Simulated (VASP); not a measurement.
# PtSe2 (P-3m1) in VASP: further runs

PtSe2 is run at these levels: PBE; tasks: single point.

Program: VASP 6.6.1. These are calculated values, not measurements. Logs are shortened: lines on timing, memory, paths and dates and some standing lists are left out, and cuts for length are marked.

## Step 1: The cell of the first run

The structure is trigonal, space group P-3m1 (No. 164). The conventional cell has a = 3.752 Å, b = 3.752 Å, c = 6.723 Å, α = 90.00°, β = 90.00°, γ = 120.00°. Within 3.4 Å of Pt (site symmetry -3m) lie 6 Se at 2.55 Å. Se (site symmetry 3m) has 3 Pt at 2.55 Å within 3.4 Å.

## Step 2: Single point, PBE (strain +0.0300 x Voigt [0, 0, 1, 0, 0, 0])

INCAR

```
SYSTEM = PtSe2
PREC = Accurate ; ENCUT = 520
EDIFF = 1E-7 ; ISMEAR = 0
SIGMA = 0.05 ; LREAL = .FALSE.
LASPH = .TRUE. ; NELM = 100
ALGO = Normal ; ISIF = 2
LWAVE = .FALSE. ; LCHARG = .TRUE.
GGA = PE ; LELF = .TRUE.
LVHAR = .TRUE. ; NBANDS = 18
```

KPOINTS

```
Automatic mesh
0
G
  12 12 4
  0 0 0
```

POSCAR

```
PtSe2
1.0
    3.7516620337      0.0000000000      0.0000000000
   -1.8758310169      3.2490346276      0.0000000000
    0.0000000000      0.0000000000      6.7226849045
Pt Se
1 2
Direct
    0.0000000000      0.0000000000      0.0000000000
    0.3333333333      0.6666666667      0.2001869949
    0.6666666667      0.3333333333      0.7998130051
```

Potentials or basis: VASP PAW PBE potentials, release 64 (Pt, Se).

Command:

```bash
> cat potpaw_PBE.64/Pt/POTCAR potpaw_PBE.64/Se/POTCAR > POTCAR
> mpirun -np 1 vasp_std > vasp.out
```

OUTCAR:

```text
SYSTEM = PtSe2
   PREC = Accurate
   ENCUT = 520
   EDIFF = 1E-7
   ISMEAR = 0
   LREAL = .FALSE.
   LASPH = .TRUE.
   NELM = 100
   ISIF = 2
   GGA = PE

 ion  position               nearest neighbor table
   1  0.000  0.000  0.000-   2 2.55   3 2.55   3 2.55   2 2.55   3 2.55   2 2.55
   2  0.333  0.667  0.200-   1 2.55   1 2.55   1 2.55
   3  0.667  0.333  0.800-   1 2.55   1 2.55   1 2.55

  LATTYP: Found a hexagonal cell.
 ALAT       =     3.7516620337
 C/A-ratio  =     1.7919217787

  Lattice vectors:

 A1 = (   3.7516620337,   0.0000000000,   0.0000000000)
 A2 = (  -1.8758310169,   3.2490346276,   0.0000000000)
 A3 = (   0.0000000000,   0.0000000000,   6.7226849045)

Analysis of symmetry for initial positions (statically):
=====================================================================
 Subroutine PRICEL returns:
 Original cell was already a primitive cell.

 Routine SETGRP: Setting up the symmetry group for a
 hexagonal supercell.

 Subroutine GETGRP returns: Found 12 space group operations
 (whereof 12 operations were pure point group operations)
 out of a pool of 24 trial point group operations.

The static configuration has the point symmetry D_3d.

Analysis of symmetry for dynamics (positions and initial velocities):
=====================================================================
 Subroutine PRICEL returns:
 Original cell was already a primitive cell.

 Routine SETGRP: Setting up the symmetry group for a
 hexagonal supercell.

 Subroutine GETGRP returns: Found 12 space group operations
 (whereof 12 operations were pure point group operations)
 out of a pool of 24 trial point group operations.

The dynamic configuration has the point symmetry D_3d.

 Subroutine INISYM returns: Found 12 space group operations
 (whereof 12 operations are pure point group operations),
 and found     1 'primitive' translations

----------------------------------------------------------------------------------------

                                     Primitive cell

  volume of cell :      81.9447

  direct lattice vectors                    reciprocal lattice vectors
     3.751662034  0.000000000  0.000000000     0.266548530  0.153891866  0.000000000
    -1.875831017  3.249034628  0.000000000     0.000000000  0.307783731  0.000000000
     0.000000000  0.000000000  6.722684905     0.000000000  0.000000000  0.148750092

  length of vectors
     3.751662034  3.751662034  6.722684905     0.307783731  0.307783731  0.148750092

  position of ions in fractional coordinates (direct lattice)
     0.000000000  0.000000000  0.000000000
[... 82 lines left out ...]
   EDIFFG = 0.1E-05   stopping-criterion for IOM
   NSW    =      0    number of steps for IOM
   IBRION =     -1    ionic relax: 0-MD 1-quasi-New 2-CG
   NFREE  =      0    steps in history (QN), initial steepest desc. (CG)
   ISIF   =      2    stress and relaxation
   ISYM   =      2    0-nonsym 1-usesym 2-fastsym
   POTIM  = 0.5000    time-step for ionic-motion
   TEBEG  =    0.0;   TEEND  =   0.0 temperature during run
   PSTRESS=    0.0 pullay stress
   NELECT =      22.0000    total number of electrons
   NUPDOWN=      -1.0000    fix difference up-down
   EMIN   =  10.00;   EMAX   =-10.00  energy-range for DOS
   EFERMI =   0.00;   METHOD = LEGACY
   ISMEAR =     0;   SIGMA  =   0.05  broadening in eV -4-tet -1-fermi 0-gaus
   EFERMI_NEDOS =   21; number of points for ismear=-14 and -15
   IALGO  =     38    algorithm
   IMIX   =      4    mixing-type and parameters
     AMIX     =   0.40;   BMIX     =  1.00
     AMIX_MAG =   1.60;   BMIX_MAG =  1.00
  volume/ion in A,a.u.               =      27.31       184.33
  Fermi-wavevector in a.u.,A,eV,Ry     =   1.056109  1.995757 15.175482  1.115366
  Thomas-Fermi vector in A             =   2.191333
   LORBIT       =      0    0 simple, 1 ext, 2 COOP (PROOUT), +10 PAW based schemes
   GGA     = PE    functional components
   LHFCALC =     F    Hartree Fock is set to
   AEXX    =    0.0000 exact exchange contribution
   IVDW    =     0    specifies the selected vdW correction
   LEPSILON=     F    determine dielectric tensor
   LRPA    =     F    only Hartree local field effects (RPA)
 non-spin polarized calculation
 Gauss-broadening in eV      SIGMA  =   0.05
  energy-cutoff  :      520.00
  volume of cell :       81.94
 maximum number of plane-waves:      2229
   NGX = 13   NGY = 13   NGZ = 25

 number of electron      21.9999995 magnetization

 Free energy of the ion-electron system (eV)
  ---------------------------------------------------
  ext. energy  EPLUGINS =         0.00000000
  ---------------------------------------------------
  free energy    TOTEN  =       -14.28595891 eV

  energy without entropy =      -14.28595891  energy(sigma->0) =      -14.28595891

 E-fermi :   2.8732     XC(G=0):  -8.8186

 val. band max:        2.6320219397   @ k =   0.0833   0.0833   0.0000
 cond. band min:       3.6257709541   @ k =   0.0000   0.2500   0.2500
 fundamental gap:      0.9937490144
 Fermi energy:         2.8732218999

 k-point     1 :       0.0000    0.0000    0.0000
  band No.  band energies     occupation
      1     -11.2637      2.00000
      2      -9.6146      2.00000
      3      -2.5457      2.00000
      4      -2.2966      2.00000
      5      -2.2966      2.00000
      6      -0.1795      2.00000
[... 481 lines left out ...]
      5      -2.0944      2.00000
      6      -0.6645      2.00000
[... 10 lines left out ...]
     17      11.0188      0.00000
     18      11.9328      0.00000

 [... further k-points ...]

------------------------ aborting loop because EDIFF is reached ----------------------------------------

  FORCE on cell =-STRESS in cart. coord.  units (eV):
  Direction    XX          YY          ZZ          XY          YZ          ZX
  --------------------------------------------------------------------------------------
  -------------------------------------------------------------------------------------
  Total       -0.9076091     -0.9076091     -1.1726132      0.0000000      0.0000000     -0.0000000
  in kB      -17.7455151    -17.7455151    -22.9268585      0.0000000      0.0000000     -0.0000000
  external PRESSURE =     -19.4726295 kB  Pullay stress =       0.0000000 kB

 VOLUME and BASIS-vectors are now :
 -----------------------------------------------------------------------------
  energy-cutoff  :      520.00
  volume of cell :       81.94
      direct lattice vectors                 reciprocal lattice vectors
     3.751662034  0.000000000  0.000000000     0.266548530  0.153891866  0.000000000
    -1.875831017  3.249034628  0.000000000     0.000000000  0.307783731  0.000000000
     0.000000000  0.000000000  6.722684905     0.000000000  0.000000000  0.148750092

 POSITION                                       TOTAL-FORCE (eV/Angst)
 -----------------------------------------------------------------------------------
      0.00000      0.00000      0.00000         0.000000      0.000000      0.000000
     -0.00000      2.16602      1.34579        -0.000000     -0.000000     -0.424659
      1.87583      1.08301      5.37689        -0.000000      0.000000      0.424659
 -----------------------------------------------------------------------------------
    total drift:                                0.000000     -0.000000     -0.000000

  FREE ENERGIE OF THE ION-ELECTRON SYSTEM (eV)
  ---------------------------------------------------
  free  energy   TOTEN  =       -14.2859589137 eV

  energy  without entropy=      -14.2859589137  energy(sigma->0) =      -14.28595891
```

Run time: 2.6 min. Hardware: 1 thread of Intel Xeon 8259CL, shared host; peak memory 0.26 GiB.

What came out:

| Quantity | Value |
| --- | --- |
| Free energy | -14.2860 eV |
| Pressure | -1.9 GPa |
| Largest force | 0.425 eV/Å |
| Band gap on the k mesh | 0.99 eV, indirect (least direct gap 1.13 eV) |

Forces in eV/Å, atoms in the order of the input:
```
Pt   0.000  0.000  0.000
Se   0.000  0.000 -0.425
Se   0.000  0.000  0.425
```

Levels at points of the mesh, in eV from the valence-band top:
```csv
k point,band 7,band 8,band 9,band 10,band 11,band 12,band 13,band 14,band 15,band 16
"(0.00, 0.00, 0.00)",-2.81,-1.51,-0.21,-0.09,-0.09,2.67,2.67,4.16,5.37,8.31
"(0.50, 0.00, 0.00)",-2.32,-2.28,-1.96,-1.81,-1.71,2.03,2.51,4.68,6.13,7.99
"(0.00, 0.00, 0.50)",-2.81,-1.26,-1.19,-0.11,-0.11,2.72,2.72,5.44,5.76,7.17
"(0.50, 0.00, 0.50)",-2.37,-2.28,-1.99,-1.77,-1.32,2.22,2.39,4.38,5.83,7.33
```

Caveat: the cell differs from its parent crystal (strain +0.0300 x Voigt [0, 0, 1, 0, 0, 0]); spin-orbit coupling is left out, which moves the levels of the heavy elements; this functional lacks dispersion, which binds the layers, so the pressure and a relaxed spacing across them are unreliable.

## Step 3: Single point, PBE (strain +0.0450 x Voigt [0, 0, 1, 0, 0, 0])

INCAR

```
PREC = Accurate ; ENCUT = 520
EDIFF = 1E-6 ; ISMEAR = 0
SIGMA = 0.05 ; LREAL = False
LASPH = True ; NELM = 80
ALGO = Normal ; ISIF = 2
LWAVE = False ; LCHARG = False
GGA = PE ; NBANDS = 18
```

KPOINTS

```
Automatic mesh
0
Gamma
  12 12 4
```

Changes to POSCAR since step 2:

```diff
@@ -4,3 +4,3 @@
    -1.8758310169      3.2490346276      0.0000000000
-    0.0000000000      0.0000000000      6.7226849045
+    0.0000000000      0.0000000000      6.8205880828
 Pt Se
```

Potentials or basis: VASP PAW PBE potentials, release 64 (Pt, Se).

Command:

```bash
> cat potpaw_PBE.64/Pt/POTCAR potpaw_PBE.64/Se/POTCAR > POTCAR
> mpirun -np 1 vasp_std > vasp.out
```

Wall time 2.6 min (1 thread of Intel Xeon 8259CL, shared host); peak memory 0.26 GiB.

Results (log left out):

```
Free energy            : -14.2651 eV
Pressure               : -2.8 GPa
Largest force          : 0.625 eV/Å
Band gap on the k mesh : 1.03 eV, indirect (least direct gap 1.17 eV)
```

Forces on the atoms (eV/Å):
```
Pt   0.000  0.000  0.000
Se   0.000  0.000 -0.625
Se   0.000  0.000  0.625
```

Stress tensor (GPa, compression positive):
```
-2.52  0.00  0.00
 0.00 -2.52  0.00
 0.00  0.00 -3.36
```

Levels at points of the mesh, in eV from the valence-band top:
```
           k point  band 7  band 8  band 9  band 10  band 11  band 12  band 13  band 14  band 15  band 16
(0.00, 0.00, 0.00)   -2.72   -1.49   -0.22    -0.03    -0.03     2.66     2.66     4.14     5.43     8.39
(0.50, 0.00, 0.00)   -2.27   -2.18   -1.87    -1.70    -1.67     2.05     2.49     4.66     6.14     7.99
(0.00, 0.00, 0.50)   -2.72   -1.26   -1.15    -0.05    -0.05     2.71     2.71     5.50     5.72     7.11
(0.50, 0.00, 0.50)   -2.32   -2.18   -1.89    -1.66    -1.31     2.23     2.38     4.36     5.85     7.33
```

Caveat: the cell differs from its parent crystal (strain +0.0450 x Voigt [0, 0, 1, 0, 0, 0]); spin-orbit coupling is left out, which moves the levels of the heavy elements; this functional lacks dispersion, which binds the layers, so the pressure and a relaxed spacing across them are unreliable.
